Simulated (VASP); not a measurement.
RbBr:

```
CELL_PARAMETERS angstrom
0.00000 3.42750 3.42750
3.42750 0.00000 3.42750
3.42750 3.42750 0.00000
ATOMIC_POSITIONS crystal
Rb 0.00000 0.00000 0.00000
Br 0.50000 0.50000 0.50000
```

Base run:

- Program: VASP 6.6.1
- Functional: PBE
- Potentials or basis: VASP PAW PBE potentials, release 64 (Rb_sv, Br)
- Cutoff: 520 eV
- k mesh: 7 × 7 × 7
- Occupations: fermi-dirac, width 0.03 eV
- Spin: no spin polarisation

Its results: band gap on the k mesh 4.36 eV; pressure 1.0 GPa.

Q: The run is repeated on the same cell with these changes: functional from PBE to LDA; potentials or basis from VASP PAW PBE potentials, release 64 (Rb_sv, Br) to VASP PAW LDA potentials, release 64 (Rb_sv, Br). What comes out?

A: Band gap on the k mesh 3.96 eV; pressure -1.2 GPa.

Caveats: an odd mesh through Γ misses points on the zone boundary, where band edges can lie (at least some runs).
